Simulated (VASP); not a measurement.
## C: single point with LDA

Crystal: C.

```
C
1.0
    -1.09791    1.09791    1.09791
     1.09791   -1.09791    1.09791
     1.09791    1.09791   -1.09791
C
1
Direct
  0.00000 0.00000 0.00000
```

```
Program                : VASP 6.6.1
Task                   : single point
Functional             : LDA
Potentials or basis    : VASP PAW LDA potentials, release 64 (C)
Cutoff                 : 520 eV
k mesh                 : 22 × 22 × 22, shifted
Occupations            : fermi-dirac, width 0.1 eV
Spin                   : no spin polarisation
Dipole correction      : no
Further INCAR settings : ALGO = Normal; EDIFF = 1e-06; NBANDS = 8
```

```json
{"Pressure": "56.7 GPa", "Band gap on the k mesh": "zero (band 2 reaches 23.29 eV, above the bottom of band 3 at 7.06 eV)"}
```

Levels at points of the mesh, in eV from the Fermi level:
```
           k point  band 1  band 2  band 3  band 4  band 5  band 6
(0.02, 0.02, 0.02)  -22.78   10.79   11.11   11.11   35.89   35.89
```

Wall time 2.6 s on 1 thread of Intel(R) Xeon(R) 6975P-C (Granite Rapids), with other jobs on the host, peak memory 0.11 GiB.
